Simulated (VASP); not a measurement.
Here is a VASP 6.6.1 calculation.

The input POSCAR:

```
KCl
1.0
    3.8391960000      0.0000000000      0.0000000000
    0.0000000000      3.8391960000      0.0000000000
    0.0000000000      0.0000000000      3.8391960000
K Cl
1 1
Direct
    0.0000000000      0.0000000000      0.0000000000
    0.5000000000      0.5000000000      0.5000000000
```

File INCAR.step1:

```
ALGO = Normal
EDIFF = 1E-4
ENCUT = 520
GGA = PE
ISMEAR = -1
LASPH = True
LCHARG = False
LREAL = False
LWAVE = True
NBANDS = 15
NELM = 60
PREC = Accurate
SIGMA = 0.05
```

INCAR.step2

```
ALGO = Normal
EDIFF = 1E-7
ENCUT = 520
ISIF = 2
ISMEAR = -1
ISTART = 1
LASPH = True
LCHARG = False
LMIXTAU = True
LREAL = False
LWAVE = False
METAGGA = R2SCAN
NBANDS = 15
NELM = 60
PREC = Accurate
SIGMA = 0.05
```

The input KPOINTS:

```
k-points
0
Gamma
  7 7 7
```

Potentials or basis: VASP PAW PBE potentials, release 64 (K_sv, Cl).

Command:

```bash
$ cat potpaw_PBE.64/K_sv/POTCAR potpaw_PBE.64/Cl/POTCAR > POTCAR
$ cp INCAR.step1 INCAR
$ mpirun -np 1 vasp_std > vasp.out
$ cp INCAR.step2 INCAR
$ mpirun -np 1 vasp_std > vasp.out
```

What does it give for the band gap on the k mesh?

5.58 eV, indirect (least direct gap 5.76 eV).

Estimate the pressure.

-1.1 GPa.

Caveat: the PAW data sets were made with another functional, which shifts forces and pressure a little. r2SCAN opens gaps a little over a GGA but as a rule still falls short of measured ones.
